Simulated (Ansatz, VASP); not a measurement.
# Two plane-wave programs on BaLiF3

```
CELL_PARAMETERS angstrom
3.98858 0.00000 0.00000
0.00000 3.98858 0.00000
0.00000 0.00000 4.04841
ATOMIC_POSITIONS crystal
Ba 0.00000 0.00000 0.00000
Li 0.50000 0.50000 0.50000
F 0.00000 0.50000 0.50000
F 0.50000 0.50000 0.00000
F 0.50000 0.00000 0.50000
```

Change from the starting cell: strain +0.000 along x and y, +0.015 along z, atoms carried along.

Alike in both runs: task single point; functional LDA; k mesh 6 × 6 × 6; occupations gaussian, width 0.05 eV; no spin polarisation.

|  | VASP | Ansatz |
| --- | --- | --- |
| version | VASP 6.6.1 | Ansatz 0.2.0 |
| potentials or method | VASP PAW LDA potentials, release 64 (Ba_sv, Li_sv, F), cutoff 520 eV | scalar-relativistic, plane waves, PAW |
| valence electrons in the cell | 34 | 34 |

```csv
,VASP,Ansatz,Ansatz less VASP
gap on the k mesh at the Fermi level (eV),6.38,6.47,+0.093
least direct gap on the mesh (eV),6.38,6.47,+0.093
```

LDA's correlation is that of Perdew and Zunger in VASP and of Perdew and Wang (1992) in Ansatz.

Spin-orbit coupling is off throughout. Noted on VASP's run: the cutoff is under 1.25 times that of the potentials, so the pressure is a little rough.
